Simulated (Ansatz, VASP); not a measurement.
# Sn: VASP beside Ansatz

```xyz
2
Lattice="-2.9401 2.9401 1.5993 2.9401 -2.9401 1.5993 2.9401 2.9401 -1.5993" Properties=species:S:1:pos:R:3 pbc="T T T"
Sn    0.0000    0.0000    0.0000
Sn    0.0000    2.9401    0.7997
```

Alike in both runs: task single point; functional PBE; k mesh 9 × 9 × 9; occupations gaussian, width 0.028 eV; no spin polarisation.

|  | VASP | Ansatz |
| --- | --- | --- |
| version | VASP 6.6.1 | Ansatz 0.2.0 |
| potentials or method | VASP PAW PBE potentials, release 64 (Sn_d) | Ansatz PAW |
| plane-wave cutoff (eV) | 520 | 420 |
| valence electrons in the cell | 28 | 28 |

|  | VASP | Ansatz | Ansatz less VASP |
| --- | --- | --- | --- |
| gap on the k mesh at the Fermi level (eV) | none | none | - |
| pressure (GPa) | 1.4 | 1.4 | +0.05 |
| traceless stress, the component that is largest in VASP (GPa) | -0.19 | -0.20 | -0.007 |

A gap of «none» marks a metal or a gap that the smearing closes. The functional is the same, so the differences come from potentials, cutoffs and numerics.
